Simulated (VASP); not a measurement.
# CdSe (F-43m) in VASP: elastic constants with r2SCAN

Aim: the elastic constants of CdSe with r2SCAN.

Program: VASP 6.6.1. These are calculated values, not measurements. Logs are shortened: lines on timing, memory, paths and dates and some standing lists are left out, and cuts for length are marked.

### Step 1. The cell of the first run

The structure is cubic, space group F-43m (No. 216). Conventional cell: a = 5.920 Å, b = 5.920 Å, c = 5.920 Å, α = 90.00°, β = 90.00°, γ = 90.00°. Within 3.4 Å of Cd (site symmetry -43m) lie 4 Se at 2.56 Å. Within 3.4 Å of Se (site symmetry -43m) lie 4 Cd at 2.56 Å.

### Step 2. Elastic constants, r2SCAN

The input, INCAR:

```
SYSTEM = CdSe
PREC = Accurate
ENCUT = 600
EDIFF = 1E-8
ISMEAR = 0
SIGMA = 0.01
LREAL = .False.
LASPH = .True.
NELM = 100
ALGO = Normal
ISIF = 3
LWAVE = .False.
LCHARG = .False.
METAGGA = R2SCAN
LMIXTAU = .True.
NBANDS = 16
IBRION = 6
NFREE = 2
POTIM = 0.015
NSW = 1
KPAR = 4
```

The input, KPOINTS:

```
regular mesh
0
Gamma
  8 8 8
  0 0 0
```

The input, POSCAR:

```
CdSe
1.0
    0.0000000000      2.9598499305      2.9598499305
    2.9598499305      0.0000000000      2.9598499305
    2.9598499305      2.9598499305      0.0000000000
Cd Se
1 1
Direct
    0.0000000000      0.0000000000      0.0000000000
    0.7500000000      0.7500000000      0.7500000000
```

Potentials or basis: VASP PAW PBE potentials, release 64 (Cd, Se).

Started as:

```
$ cat potpaw_PBE.64/Cd/POTCAR potpaw_PBE.64/Se/POTCAR > POTCAR
$ mpirun -np 4 vasp_std > vasp.out
```

OUTCAR:

```text
SYSTEM = CdSe
   PREC = Accurate
   ENCUT = 600
   EDIFF = 1E-8
   ISMEAR = 0
   LREAL = .False.
   LASPH = .True.
   NELM = 100
   ISIF = 3
   METAGGA = R2SCAN
   IBRION = 6
   NFREE = 2
   POTIM = 0.015
   NSW = 1

 ion  position               nearest neighbor table
   1  0.000  0.000  0.000-   2 2.56   2 2.56   2 2.56   2 2.56
   2  0.750  0.750  0.750-   1 2.56   1 2.56   1 2.56   1 2.56

  LATTYP: Found a face centered cubic cell.
 ALAT       =     5.9196998610

  Lattice vectors:

 A1 = (   0.0000000000,   2.9598499305,   2.9598499305)
 A2 = (   2.9598499305,   0.0000000000,   2.9598499305)
 A3 = (   2.9598499305,   2.9598499305,   0.0000000000)

Analysis of symmetry for initial positions (statically):
=====================================================================
 Subroutine PRICEL returns:
 Original cell was already a primitive cell.

 Routine SETGRP: Setting up the symmetry group for a
 face centered cubic supercell.

 Subroutine GETGRP returns: Found 24 space group operations
 (whereof 24 operations were pure point group operations)
 out of a pool of 48 trial point group operations.

The static configuration has the point symmetry T_d .

Analysis of symmetry for dynamics (positions and initial velocities):
=====================================================================
 Subroutine PRICEL returns:
 Original cell was already a primitive cell.

 Routine SETGRP: Setting up the symmetry group for a
 face centered cubic supercell.

 Subroutine GETGRP returns: Found 24 space group operations
 (whereof 24 operations were pure point group operations)
 out of a pool of 48 trial point group operations.

The dynamic configuration has the point symmetry T_d .

 Subroutine INISYM returns: Found 24 space group operations
 (whereof 24 operations are pure point group operations),
 and found     1 'primitive' translations

[... 339 lines left out ...]
 cond. band min:       2.6024861688   @ k =   0.0000   0.0000   0.0000
 fundamental gap:      1.2625812803
 Fermi energy:         1.4168971376

 k-point     1 :       0.0000    0.0000    0.0000
  band No.  band energies     occupation
      1     -12.2026      2.00000
      2      -7.1609      2.00000
      3      -7.1496      2.00000
      4      -7.1385      2.00000
      5      -6.6434      2.00000
      6      -6.6432      2.00000
[... 433 lines left out ...]
      3      -6.9518      2.00000
      4      -6.6705      2.00000
      5      -6.6225      2.00000
      6      -6.1577      2.00000
[... 8 lines left out ...]
     15      13.8412      0.00000
     16      14.9738      0.00000

 [... further k-points ...]
[... 5 lines left out ...]
  --------------------------------------------------------------------------------------
  -------------------------------------------------------------------------------------
  Total        2.3764879      2.3795450      2.3795450      0.0000000     -0.1570567      0.0000000
  in kB       73.4187708     73.5132187     73.5132187      0.0000000     -4.8520812      0.0000000
  external PRESSURE =      73.4817361 kB  Pullay stress =       0.0000000 kB
[... 17 lines left out ...]
  FREE ENERGIE OF THE ION-ELECTRON SYSTEM (eV)
  ---------------------------------------------------
  free  energy   TOTEN  =       -35.7886918370 eV

  energy  without entropy=      -35.7886918370  energy(sigma->0) =      -35.78869184

 INTERNAL STRAIN TENSORS FROM STRAINED CELLS
 ============================================

 INTERNAL STRAIN TENSOR FOR ION    1 for displacements in x,y,z  (eV/Angst):
          X           Y           Z          XY          YZ          ZX
  --------------------------------------------------------------------------------
  x    -0.00000     0.00000     0.00000     0.00000   -10.47748    -0.00000
  y    -0.00000     0.00000     0.00000     0.00000     0.00000   -10.47743
  z    -0.00000     0.00000     0.00000   -10.47741     0.00000    -0.00000

 INTERNAL STRAIN TENSORS FROM DISPLACED ATOMS
 ============================================

 INTERNAL STRAIN TENSOR FOR ION    1 for displacements in x,y,z  (eV/Angst):
          X           Y           Z          XY          YZ          ZX
  --------------------------------------------------------------------------------
  x     0.00000    -0.00000    -0.00000     0.00000   -10.46734     0.00000
  y    -0.00000     0.00000    -0.00000     0.00000     0.00000   -10.46734
  z    -0.00000    -0.00000     0.00000   -10.46734     0.00000     0.00000

 INTERNAL STRAIN TENSOR FOR ION    2 for displacements in x,y,z  (eV/Angst):
          X           Y           Z          XY          YZ          ZX
  --------------------------------------------------------------------------------
  x     0.00000    -0.00000    -0.00000     0.00000    10.47060     0.00000
  y    -0.00000     0.00000    -0.00000     0.00000     0.00000    10.47060
  z    -0.00000    -0.00000     0.00000    10.47060     0.00000     0.00000

 Eigenvectors and eigenvalues of the dynamical matrix
 ----------------------------------------------------

   1 f  =    5.946571 THz    37.363405 2PiTHz  198.356246 cm-1    24.593029 meV
             X         Y         Z           dx          dy          dz
      0.000000  0.000000  0.000000     0.000000    0.642178    0.000000
      4.439775  4.439775  4.439775     0.000000   -0.766555    0.000000
[... 21 lines left out ...]
   6 f/i=    0.001259 THz     0.007912 2PiTHz    0.042003 cm-1     0.005208 meV
             X         Y         Z           dx          dy          dz
      0.000000  0.000000  0.000000     0.000000    0.000000    0.766555
      4.439775  4.439775  4.439775     0.000000    0.000000    0.642178

--------------------------------------------------------------------------------------------------------

 ELASTIC MODULI CONTR FROM IONIC RELAXATION (kBar)
 Direction    XX          YY          ZZ          XY          YZ          ZX
 --------------------------------------------------------------------------------
 XX          -0.0000      0.0000      0.0000     -0.0000      0.0000     -0.0000
 YY           0.0000     -0.0000     -0.0000     -0.0000     -0.0000     -0.0000
 ZZ           0.0000     -0.0000     -0.0000     -0.0000     -0.0000     -0.0000
 XY          -0.0000     -0.0000     -0.0000   -504.5923      0.0000      0.0000
 YZ           0.0000     -0.0000     -0.0000      0.0000   -504.5923      0.0000
 ZX          -0.0000     -0.0000     -0.0000      0.0000      0.0000   -504.5923
 --------------------------------------------------------------------------------

 TOTAL ELASTIC MODULI (kBar)
 Direction    XX          YY          ZZ          XY          YZ          ZX
 --------------------------------------------------------------------------------
 XX         819.5833    730.9975    730.9975     -0.0000      0.0000     -0.0000
 YY         730.9975    819.5833    730.9975      0.0000     -0.0000      0.0000
 ZZ         730.9975    730.9975    819.5833     -0.0000     -0.0000      0.0000
 XY          -0.0000      0.0000     -0.0000    164.6288      0.0000      0.0000
 YZ           0.0000     -0.0000     -0.0000      0.0000    164.6288     -0.0000
 ZX          -0.0000      0.0000      0.0000      0.0000     -0.0000    164.6288
 --------------------------------------------------------------------------------
```

stdout:

```text
POSCAR found type information on POSCAR CdSe
 POSCAR found :  2 types and       2 ions
 scaLAPACK will be used
 -----------------------------------------------------------------------------
|                                                                             |
|                                                                             |
|     You enforced a specific xc type in the INCAR file but a different       |
|     I HOPE YOU KNOW WHAT YOU ARE DOING!                                     |
|                                                                             |
[... 33 lines left out ...]
 Finite differences progress:
 bond charge predicted
 Finite differences progress:
 bond charge predicted
 Finite differences progress:
 bond charge predicted
 Finite differences progress:
 bond charge predicted
 Finite differences progress:
 bond charge predicted
 Finite differences progress:
```

It took 39 min on 4 MPI ranks of Intel Xeon Platinum 8259CL at 2.50GHz (Skylake/Cascade Lake), shared host; peak memory 0.45 GiB.

Results:

| Property | Result |
| --- | --- |
| Elastic constants C11, C12, C44 | 82, 73, 16 GPa |
| Voigt bulk modulus | 76 GPa |
| Highest phonon frequency at Γ, LO-TO splitting left out | 198 cm⁻¹ |

Phonon frequencies in cm⁻¹ (negative: imaginary):
| q point | frequencies |
| --- | --- |
| (0.000, 0.000, 0.000) | 0 0 0 198 198 198 |

Elastic tensor in Voigt notation (GPa, in the Cartesian axes of the cell as first typed):
```
82 73 73  0  0  0
73 82 73  0  0  0
73 73 82  0  0  0
 0  0  0 16  0  0
 0  0  0  0 16  0
 0  0  0  0  0 16
```

Clamped-ion elastic tensor (GPa):
```
82 73 73  0  0  0
73 82 73  0  0  0
73 73 82  0  0  0
 0  0  0 67  0  0
 0  0  0  0 67  0
 0  0  0  0  0 67
```

Caveat: the cell is under stress, which shifts elastic constants; the PAW data sets were made with another functional, which shifts forces and pressure a little.
